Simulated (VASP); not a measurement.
Au:

```
Au
1.0
     2.74841    0.00000    0.00000
     0.00000    2.74841    0.00000
     0.00000    0.00000    2.74841
Au
1
Direct
  0.50000 0.50000 0.50000
```

* Program: VASP 6.6.1
* Task: relaxation of cell and atoms
* Functional: PBE
* Dispersion: D3(BJ)
* Potentials or basis: VASP PAW PBE potentials, release 64 (Au)
* Cutoff: 600 eV
* k mesh: 10 × 10 × 10
* Occupations: fermi-dirac, width 0.05 eV
* Spin: no spin polarisation

At the start: pressure -4.1 GPa; volume 20.76 Å³/atom.

Q: Where does the relaxation end?

A: Over 3 steps the energy falls by 10.4 meV/atom and the volume is 19.98 Å³/atom (-3.8 %); space group Pm-3m (No. 221, to 0.05 Å).

The path:
```csv
step,energy change (eV),largest force (eV/Å),pressure (GPa),volume (Å³)
1,0.0000,0.0000,-4.12,20.76
2,0.0013,0.0000,5.01,19.20
3,-0.0104,0.0000,-0.01,19.98
```

Final structure:
```
Au
1.0
     2.71350    0.00000    0.00000
     0.00000    2.71350    0.00000
     0.00000    0.00000    2.71350
Au
1
Direct
  0.50000 0.50000 0.50000
```

Caveat: pairwise dispersion overbinds metals, which lowers pressure and volume.
